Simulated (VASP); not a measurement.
# Cu (P6_3/mmc) in VASP: settings compared, part 3 of 3

VASP 6.6.1.

### Step 5. Relaxation of cell and atoms, PBEsol+D3(BJ)

This run uses another cell than the first one, of 11.46 Å³/atom.

File INCAR:

```
PREC = Accurate
ENCUT = 600
EDIFF = 1E-6
ISMEAR = -1
SIGMA = 0.05
LREAL = F
LASPH = T
NELM = 100
ALGO = Normal
ISIF = 3
LWAVE = F
LCHARG = F
GGA = PS
IVDW = 12
IBRION = 2
NSW = 80
EDIFFG = -0.03
```

File KPOINTS:

```
regular mesh
0
Gamma
  11 11 3
```

File POSCAR:

```
Cu
1.0
    2.5307600000      0.0000000000      0.0000000000
   -1.2653800000      2.1917100000      0.0000000000
    0.0000000000      0.0000000000      8.2618200000
Cu
4
Direct
    0.0000000000      0.0000000000      0.0000000000
    0.3333333333      0.6666666667      0.2500000000
    0.0000000000      0.0000000000      0.5000000000
    0.6666666667      0.3333333333      0.7500000000
```

Potentials or basis: VASP PAW PBE potentials, release 64 (Cu).

Command:

```sh
$ cat potpaw_PBE.64/Cu/POTCAR > POTCAR
$ mpirun -np 1 vasp_std > vasp.out
```

OUTCAR:

```text
PREC = Accurate
   ENCUT = 600
   EDIFF = 1E-6
   ISMEAR = -1
   LREAL = F
   LASPH = T
   NELM = 100
   ISIF = 3
   GGA = PS
   IVDW = 12
   IBRION = 2
   NSW = 80
   EDIFFG = -0.03
 IVDW          = 12

 ion  position               nearest neighbor table
   1  0.000  0.000  0.000-   2 2.53   4 2.53   4 2.53   2 2.53   4 2.53   2 2.53
   2  0.333  0.667  0.250-   1 2.53   3 2.53   1 2.53   3 2.53   1 2.53   3 2.53
   3  0.000  0.000  0.500-   2 2.53   4 2.53   4 2.53   2 2.53   4 2.53   2 2.53
   4  0.667  0.333  0.750-   1 2.53   3 2.53   1 2.53   3 2.53   1 2.53   3 2.53

  LATTYP: Found a hexagonal cell.
 ALAT       =     2.5307600000
 C/A-ratio  =     3.2645608434

  Lattice vectors:

 A1 = (   2.5307600000,   0.0000000000,   0.0000000000)
 A2 = (  -1.2653800000,   2.1917100000,   0.0000000000)
 A3 = (   0.0000000000,   0.0000000000,   8.2618200000)

Analysis of symmetry for initial positions (statically):
=====================================================================
 Subroutine PRICEL returns:
 Original cell was already a primitive cell.

 Routine SETGRP: Setting up the symmetry group for a
 hexagonal supercell.

 Subroutine GETGRP returns: Found 24 space group operations
 (whereof 12 operations were pure point group operations)
 out of a pool of 24 trial point group operations.

The static configuration has the point symmetry D_3d.
 The point group associated with its full space group is D_6h.

Analysis of symmetry for dynamics (positions and initial velocities):
=====================================================================
 Subroutine PRICEL returns:
 Original cell was already a primitive cell.

 Routine SETGRP: Setting up the symmetry group for a
 hexagonal supercell.

 Subroutine GETGRP returns: Found 24 space group operations
 (whereof 12 operations were pure point group operations)
 out of a pool of 24 trial point group operations.

The dynamic configuration has the point symmetry D_3d.
 The point group associated with its full space group is D_6h.

 Subroutine INISYM returns: Found 24 space group operations
 (whereof 12 operations are pure point group operations),
 and found     1 'primitive' translations

----------------------------------------------------------------------------------------

                                     Primitive cell

  volume of cell :      45.8258

  direct lattice vectors                    reciprocal lattice vectors
     2.530760000  0.000000000  0.000000000     0.395138219  0.228132372  0.000000000
    -1.265380000  2.191710000  0.000000000     0.000000000  0.456264743  0.000000000
     0.000000000  0.000000000  8.261820000     0.000000000  0.000000000  0.121038706

  length of vectors
     2.530760000  2.530766538  8.261820000     0.456265922  0.456264743  0.121038706

  position of ions in fractional coordinates (direct lattice)
     0.000000000  0.000000000  0.000000000
     0.333333333  0.666666667  0.250000000
     0.000000000  0.000000000  0.500000000
     0.666666667  0.333333333  0.750000000

  ion indices of the primitive-cell ions
   primitive index   ion index
                 1           1
                 2           2
                 3           3
                 4           4

----------------------------------------------------------------------------------------

 KPOINTS: regular mesh

Automatic generation of k-mesh.
 Grid dimensions read from file:
 generate k-points for:   11   11    3

 Generating k-lattice:

  Cartesian coordinates                     Fractional coordinates (reciprocal lattice)
     0.035921656  0.020739307  0.000000000     0.090909091 -0.000000000  0.000000000
     0.000000000  0.041478613  0.000000000     0.000000000  0.090909091  0.000000000
     0.000000000  0.000000000  0.040346235     0.000000000  0.000000000  0.333333333

  Length of vectors
     0.041478720  0.041478613  0.040346235

  Shift w.r.t. Gamma in fractional coordinates (k-lattice)
     0.000000000  0.000000000  0.000000000

 Subroutine IBZKPT returns following result:
 ===========================================

 Found     32 irreducible k-points:

 Following reciprocal coordinates:
            Coordinates               Weight
  0.000000  0.000000  0.000000      1.000000
  0.090909 -0.000000  0.000000      6.000000
  0.181818  0.000000  0.000000      6.000000
  0.272727  0.000000  0.000000      6.000000
  0.363636 -0.000000  0.000000      6.000000
  0.454545 -0.000000  0.000000      6.000000
[... 16 lines left out ...]
  0.090909  0.090909  0.333333     12.000000
  0.181818  0.090909  0.333333     24.000000
 [... further k-points ...]
   k-points           NKPTS =     32   k-points in BZ     NKDIM =     32   number of bands    NBANDS=     26
   number of dos      NEDOS =    301   number of ions     NIONS =      4
   total plane-waves  NPLWV =  28000
   dimension x,y,z NGX =    20 NGY =   20 NGZ =   70
   dimension x,y,z NGXF=    40 NGYF=   40 NGZF=  140
   ions per type =               4
   NGX,Y,Z   is equivalent  to a cutoff of  13.14, 13.14, 14.09 a.u.
   NGXF,Y,Z  is equivalent  to a cutoff of  26.28, 26.28, 28.17 a.u.
 SYSTEM =  unknown system
   PREC   = accura    normal or accurate (medium, high low for compatibility)
   ISTART =      0    job   : 0-new  1-cont  2-samecut
   ICHARG =      2    charge: 1-file 2-atom 10-const
   ISPIN  =      1    spin polarized calculation?
   LNONCOLLINEAR =      F non collinear calculations
   LSORBIT =      F    spin-orbit coupling
   LASPH  =      T    aspherical Exc in radial PAW
   ENCUT  =  600.0 eV  44.10 Ry    6.64 a.u.   5.05  5.05 16.50*2*pi/ulx,y,z
   NELM   =    100;   NELMIN=  2; NELMDL= -5     # of ELM steps
   EDIFF  = 0.1E-05   stopping-criterion for ELM
   LREAL  =      F    real-space projection
   EDIFFG = -.3E-01   stopping-criterion for IOM
   NSW    =     80    number of steps for IOM
   IBRION =      2    ionic relax: 0-MD 1-quasi-New 2-CG
   NFREE  =      1    steps in history (QN), initial steepest desc. (CG)
   ISIF   =      3    stress and relaxation
   ISYM   =      2    0-nonsym 1-usesym 2-fastsym
   POTIM  = 0.5000    time-step for ionic-motion
   TEBEG  =    0.0;   TEEND  =   0.0 temperature during run
   PSTRESS=    0.0 pullay stress
   NELECT =      44.0000    total number of electrons
   NUPDOWN=      -1.0000    fix difference up-down
   EMIN   =  10.00;   EMAX   =-10.00  energy-range for DOS
   EFERMI =   0.00;   METHOD = LEGACY
   ISMEAR =    -1;   SIGMA  =   0.05  broadening in eV -4-tet -1-fermi 0-gaus
   EFERMI_NEDOS =   21; number of points for ismear=-14 and -15
   IALGO  =     38    algorithm
   IMIX   =      4    mixing-type and parameters
     AMIX     =   0.40;   BMIX     =  1.00
     AMIX_MAG =   1.60;   BMIX_MAG =  1.00
  volume/ion in A,a.u.               =      11.46        77.31
  Fermi-wavevector in a.u.,A,eV,Ry     =   1.615062  3.052024 35.489769  2.608424
  Thomas-Fermi vector in A             =   2.709870
   LORBIT       =      0    0 simple, 1 ext, 2 COOP (PROOUT), +10 PAW based schemes
   GGA     = PS    functional components
   LHFCALC =     F    Hartree Fock is set to
   AEXX    =    0.0000 exact exchange contribution
   IVDW    =    12    specifies the selected vdW correction
   LEPSILON=     F    determine dielectric tensor
   LRPA    =     F    only Hartree local field effects (RPA)
 conjugate gradient relaxation of ions
 non-spin polarized calculation
  energy-cutoff  :      600.00
  volume of cell :       45.83
 maximum number of plane-waves:      1546
   NGX = 11   NGY = 11   NGZ = 33

--------------------------------------- Ionic step        1  -------------------------------------------

 number of electron      43.9999995 magnetization

 Free energy of the ion-electron system (eV)
  ---------------------------------------------------
  ext. energy  EPLUGINS =         0.00000000
  ---------------------------------------------------
  free energy    TOTEN  =       -17.21972035 eV

  energy without entropy =      -17.20692859  energy(sigma->0) =      -17.21332447

------------------------ aborting loop because EDIFF is reached ----------------------------------------

 Edisp (eV)   -2.16187

 E8    (eV) :    -1.4106
[... 285 lines left out ...]
--------------------------------------- Ionic step        8  -------------------------------------------

 number of electron      44.0000006 magnetization

 Free energy of the ion-electron system (eV)
  ---------------------------------------------------
  ext. energy  EPLUGINS =         0.00000000
  ---------------------------------------------------
  free energy    TOTEN  =       -17.17570046 eV

  energy without entropy =      -17.16440804  energy(sigma->0) =      -17.17005425

 E-fermi :   8.5555     XC(G=0): -13.4054

 val. band max:        8.4976211750   @ k =   0.3636   0.0909   0.0000
 cond. band min:       8.5587945718   @ k =   0.2727   0.1818   0.0000
 fundamental gap:      0.0611733968
 Fermi energy:         8.5554814918

 k-point     1 :       0.0000    0.0000    0.0000
  band No.  band energies     occupation
      1      -1.5671      2.00000
      2       0.6507      2.00000
      3       0.6550      2.00000
      4       2.8690      2.00000
      5       4.8606      2.00000
      6       4.8691      2.00000
[... 685 lines left out ...]
     25      15.4229      0.00000
     26      18.9000      0.00000

 [... further k-points ...]

------------------------ aborting loop because EDIFF is reached ----------------------------------------

 Edisp (eV)   -2.28116

 E8    (eV) :    -1.4883
[... 27 lines left out ...]
  FREE ENERGIE OF THE ION-ELECTRON SYSTEM (eV)
  ---------------------------------------------------
  free  energy   TOTEN  =       -19.4568613091 eV

  energy  without entropy=      -19.4455688929  energy(sigma->0) =      -19.45121510

 reached required accuracy - stopping structural energy minimisation
```

OSZICAR:

```text
N       E                     dE             d eps       ncg     rms          rms(c)
DAV:   1     0.346885765336E+03    0.34689E+03   -0.22378E+04  1712   0.340E+03
DAV:   2     0.705369616175E+01   -0.33983E+03   -0.33394E+03  1664   0.457E+02
DAV:   3    -0.209793661528E+02   -0.28033E+02   -0.26790E+02  1736   0.195E+02
[... 75 lines left out ...]
DAV:   1    -0.171758764064E+02   -0.28189E-03   -0.57485E-03  1956   0.659E-01    0.882E-02
DAV:   2    -0.171757599225E+02    0.11648E-03   -0.14576E-04  2256   0.277E-01    0.520E-02
DAV:   3    -0.171757028137E+02    0.57109E-04   -0.85873E-05  3036   0.223E-01    0.132E-02
DAV:   4    -0.171757005607E+02    0.22530E-05   -0.20712E-05  2452   0.170E-01    0.434E-03
DAV:   5    -0.171757004606E+02    0.10013E-06   -0.30721E-06  1220   0.754E-02
   8 F= -.19456861E+02 E0= -.19451215E+02  d E =-.300272E-03
```

CONTCAR:

```text
Cu
   1.00000000000000
     2.4801968887305641   -0.0000000000000000    0.0000000000000000
    -1.2400984443652820    2.1479206102777235    0.0000000000000000
     0.0000000000000000   -0.0000000000000000    8.1556269115749007
  Cu
     4
Direct
     0.0000000000000000    0.0000000000000000    0.0000000000000000
     0.3333333332999970    0.6666666667000030    0.2500000000000000
     0.0000000000000000    0.0000000000000000    0.5000000000000000
     0.6666666667000030    0.3333333332999970    0.7500000000000000

  0.00000000E+00  0.00000000E+00  0.00000000E+00
  0.00000000E+00  0.00000000E+00  0.00000000E+00
  0.00000000E+00  0.00000000E+00  0.00000000E+00
  0.00000000E+00  0.00000000E+00  0.00000000E+00
```

Wall time 1.9 min (1 thread of Intel Xeon 6975P-C (Granite Rapids), shared host); peak memory 0.2 GiB.

What came out:

* Free energy: -19.4569 eV
* Relaxed volume: 10.86 Å³/atom
* Relaxed cell: a = 2.480 Å, b = 2.480 Å, c = 8.156 Å, α = 90.00°, β = 90.00°, γ = 120.00°
* Space group after relaxing (to 0.1 Å): P6_3/mmc (No. 194)
* Energy gained by relaxing: 18.8 meV/atom
* Ionic steps: 8
* Pressure after relaxing: -0.3 GPa
* Band gap on the k mesh: zero (bands 22 and 23 overlap by 4.67 eV)
* Dispersion energy per atom: -0.570 eV

The path:
| step | energy change (eV) | largest force (eV/Å) | pressure (GPa) | volume (Å³) |
| --- | --- | --- | --- | --- |
| 1 | 0.0000 | 0.0000 | -8.93 | 45.83 |
| 2 | -0.0360 | 0.0000 | 7.96 | 41.72 |
| 3 | -0.0751 | 0.0000 | 0.06 | 43.34 |
| 4 | -0.0751 | 0.0000 | 0.14 | 43.39 |
| 5 | -0.0548 | 0.0000 | -5.02 | 44.60 |
| 6 | -0.0750 | 0.0000 | -0.25 | 43.44 |
| 7 | -0.0753 | 0.0000 | -0.46 | 43.45 |
| 8 | -0.0753 | 0.0000 | -0.34 | 43.45 |

Final structure:
```cif
data_structure
_symmetry_space_group_name_H-M 'P 1'
_symmetry_Int_Tables_number 1
_cell_length_a 2.4802
_cell_length_b 2.4802
_cell_length_c 8.1556
_cell_angle_alpha 90.000
_cell_angle_beta 90.000
_cell_angle_gamma 120.000
_cell_volume 43.45
loop_
_atom_site_label
_atom_site_type_symbol
_atom_site_fract_x
_atom_site_fract_y
_atom_site_fract_z
_atom_site_occupancy
Cu1 Cu 0.00000 0.00000 0.00000 1
Cu2 Cu 0.33333 0.66667 0.25000 1
Cu3 Cu 0.00000 0.00000 0.50000 1
Cu4 Cu 0.66667 0.33333 0.75000 1
```

Caveat: the PAW data sets were made with another functional, which shifts forces and pressure a little.

### Step 6. Overview

| task | level | potentials or basis | cell | cutoff (eV) | gap on the mesh (eV) | pressure (GPa) |
| --- | --- | --- | --- | --- | --- | --- |
| single point | PBEsol+D3(BJ) | VASP PAW PBE potentials, release 64 (Cu) | a = 2.475, b = 2.475, c = 8.138 Å, angles 90.0, 90.0, 120.0°, 4 atoms | 520 | none | 0.8 |
| single point | LDA | VASP PAW LDA potentials, release 64 (Cu) | a = 2.481, b = 2.481, c = 8.162 Å, angles 90.0, 90.0, 120.0°, 4 atoms | 520 | none | 1.0 |
| single point | BLYP+D3(BJ) | VASP PAW PBE potentials, release 64 (Cu) | a = 2.497, b = 2.497, c = 8.233 Å, angles 90.0, 90.0, 120.0°, 4 atoms | 520 | none | 0.7 |
| relaxation of cell and atoms | PBEsol+D3(BJ) | VASP PAW PBE potentials, release 64 (Cu) | relaxed from a = 2.531, b = 2.531, c = 8.262 Å, angles 90.0, 90.0, 120.0°, 4 atoms | 600 | none | -0.3 |

Alike in all rows: no spin polarisation; k mesh 11 × 11 × 3; smearing fermi-dirac 0.05 eV.

Caveats: the PAW data sets were made with another functional, which shifts forces and pressure a little (at least some runs); the dispersion term is far too large for a dense solid, which distorts pressure and volume (at least some runs).

Absolute energies hang on the potentials; compare differences alone.

The gap in the log of VASP goes by the Fermi energy; the results here count the filled bands.